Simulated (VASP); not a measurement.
Input of a VASP 6.6.1 run:

File INCAR:

```
PREC     = Accurate       # precision mode
ENCUT    = 520            # plane-wave cutoff, eV
EDIFF    = 1E-6           # SCF threshold, eV
ISMEAR   = -1             # smearing method
SIGMA    = 0.02           # smearing width, eV
LREAL    = False          # projectors in reciprocal space
LASPH    = True           # aspherical terms in the spheres
NELM     = 80             # most SCF steps
ALGO     = Normal         # electronic algorithm
ISIF     = 2              # what is computed and relaxed
LWAVE    = False          # write WAVECAR
LCHARG   = False          # write CHGCAR
GGA      = PS             # functional
NBANDS   = 17             # bands
```

The input KPOINTS:

```
Automatic mesh
0
Gamma
  6 6 6
```

Contents of POSCAR:

```
PbSe
1.0
    0.0000000000      3.3930300761      3.3930300761
    3.3930300761      0.0000000000      3.3930300761
    3.3930300761      3.3930300761      0.0000000000
Pb Se
1 1
Direct
    0.0000000000      0.0000000000      0.0000000000
    0.2500000000      0.2500000000      0.2500000000
```

Potentials or basis: VASP PAW PBE potentials, release 64 (Pb_d, Se).

Command:

```bash
$ cat potpaw_PBE.64/Pb_d/POTCAR potpaw_PBE.64/Se/POTCAR > POTCAR
$ mpirun -np 1 vasp_std > vasp.out
```

Q: What does it give for the band gap on the k mesh?

A: 0.62 eV (least direct gap 1.05 eV).

Q: What does it give for the pressure?

A: 0.0 GPa.

Caveat: the structure was generated, so it needn't be the stable form of PbSe; the PAW data sets were made with another functional, which shifts forces and pressure a little; spin-orbit coupling is left out, which moves the levels of the heavy elements. A k mesh can miss the band edges.
